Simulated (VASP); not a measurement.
Crystal: TiC.

```
Ti C
1.0
     0.00000    2.16572    2.16572
     2.16572    0.00000    2.16572
     2.16572    2.16572    0.00000
Ti C
1 1
Direct
  0.00000 0.00000 0.00000
  0.50000 0.50000 0.50000
```

```yaml
Program: VASP 6.6.1
Task: relaxation of cell and atoms
Functional: PBEsol
Potentials_or_basis: VASP PAW PBE potentials, release 64 (Ti_sv, C)
Cutoff: 600 eV
k_mesh: 11 × 11 × 11
Occupations: fermi-dirac, width 0.05 eV
Spin: no spin polarisation
```

At the start: pressure -6.5 GPa; volume 10.16 Å³/atom.

Question: How do energy, volume and symmetry change on relaxing?

Answer: Over 3 steps the energy falls by 5.4 meV/atom and the volume is 9.90 Å³/atom (-2.5 %); space group Fm-3m (No. 225, to 0.05 Å).

Step by step:
```csv
step,energy change (eV),largest force (eV/Å),pressure (GPa),volume (Å³)
1,0.0000,0.0000,-6.52,20.32
2,0.0092,0.0000,9.81,19.12
3,-0.0108,0.0000,-0.02,19.80
```

Final structure:
```
Ti C
1.0
     0.00000    2.14727    2.14727
     2.14727    0.00000    2.14727
     2.14727    2.14727    0.00000
Ti C
1 1
Direct
  0.00000 0.00000 0.00000
  0.50000 0.50000 0.50000
```

Caveat: the PAW data sets were made with another functional, which shifts forces and pressure a little.
